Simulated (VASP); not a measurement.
Runs of VASP 6.6.1 on P. The structure is that of space group Pm-3m (No. 221), or close to it. The cells are those of the table. 

```csv
spin,cell,k mesh,gap on the mesh (eV),pressure (GPa)
off,"a = 2.444 Å, 1 atom",12 × 12 × 12,none,-0.3
off,"a = 2.342 Å, 1 atom",14 × 14 × 14,none,20.1
off,"a = 2.538 Å, 1 atom",14 × 14 × 14,none,-9.4
off,"a = 2.377 Å, 1 atom",14 × 14 × 14,none,11.9
off,"a = 2.444 Å, 1 atom",7 × 7 × 7,none,(a)
off,"a = 2.507 Å, 1 atom",14 × 14 × 14,none,-6.6
off,"a = 2.476 Å, 1 atom",14 × 14 × 14,none,-3.2
"non-collinear, zero start, SOC","a = 2.444 Å, 1 atom",13 × 13 × 13,-,(b)
```

Alike in all rows: task single point; level PBE; potentials or basis VASP PAW PBE potentials, release 64 (P); cutoff (eV) 520; smearing fermi-dirac 0.1 eV.

Estimate the missing entries.

(a) 1.1; (b) 0.1.

Caveats: some runs use coarse meshes.

A gap of «none» marks levels without a gap at the run's occupations.
